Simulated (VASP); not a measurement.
Input of a VASP 6.6.1 run:

File INCAR:

```
PREC     = Accurate       # precision mode
ENCUT    = 520            # plane-wave cutoff, eV
EDIFF    = 1E-7           # SCF threshold, eV
ISMEAR   = 0              # smearing method
SIGMA    = 0.02           # smearing width, eV
LREAL    = Auto         
LASPH    = True           # aspherical terms in the spheres
NELM     = 100            # most SCF steps
ALGO     = Normal         # electronic algorithm
ISIF     = 2              # what is computed and relaxed
LWAVE    = False          # write WAVECAR
LCHARG   = True           # write CHGCAR
GGA      = PE             # functional
LELF     = True           # ELF
LVHAR    = True         
NBANDS   = 56             # bands
```

The input KPOINTS:

```
Automatic mesh
0
Gamma
  2 2 1
```

Contents of POSCAR:

```
PtC18
1.0
    7.3980000000      0.0000000000      0.0000000000
   -3.6990000000      6.4068560000      0.0000000000
    0.0000000000      0.0000000000     12.0000000000
C Pt
18 1
Direct
   -0.0029681503     -0.0051120237      0.0812534167
    0.2198705398      0.1068800360      0.0825221667
   -0.0028222339      0.3275288222      0.0806520833
    0.2196473346      0.4397907492      0.0841160000
   -0.0014918322      0.6611025751      0.0785145000
    0.2200681630      0.7732998837      0.0806230833
    0.3303210424     -0.0052997913      0.0820340000
    0.5525579419      0.1059304283      0.0812704167
    0.3279812916      0.3260466600      0.0876648333
    0.5522807336      0.4370088855      0.0953373333
    0.3302715041      0.6610353034      0.0841150000
    0.5523580590      0.7747742418      0.0876810833
    0.6634011582     -0.0060571051      0.0825283333
    0.8860355295      0.1061275609      0.0820404167
    0.6645722918      0.3253257136      0.0830498333
    0.8878295683      0.4397386175      0.0785554167
    0.6656997739      0.6638156063      0.0953500000
    0.8896611485      0.7755001829      0.0830013333
    0.6951700029      0.5501504950      0.2546901667
```

Potentials or basis: VASP PAW PBE potentials, release 64 (C, Pt).

Run with:

```bash
$ cat potpaw_PBE.64/C/POTCAR potpaw_PBE.64/Pt/POTCAR > POTCAR
$ mpirun -np 1 vasp_std > vasp.out
```

Question: What does it give for the band gap on the k mesh?

Answer: 0.25 eV, direct.

Question: What does it give for the largest force?

Answer: 0.938 eV/Å.

Forces on the atoms (eV/Å):
```
C    0.046  0.006 -0.006
C    0.035  0.017 -0.005
C    0.049  0.010 -0.069
C    0.047 -0.003 -0.018
C    0.055 -0.016 -0.141
C    0.050 -0.007 -0.072
C    0.056  0.004 -0.012
C    0.049 -0.003 -0.008
C    0.039 -0.018  0.042
C    0.065 -0.025  0.126
C    0.048 -0.002 -0.014
C    0.044  0.014  0.039
C    0.036 -0.012 -0.008
C    0.053  0.002 -0.011
C    0.065  0.005 -0.009
C    0.052  0.013 -0.152
C    0.054  0.024  0.120
C    0.073 -0.007 -0.011
Pt  -0.914 -0.003  0.208
```

Caveat: the k points lie up to 0.49 Å⁻¹ apart; spin-orbit coupling is left out, which moves the levels of the heavy elements.
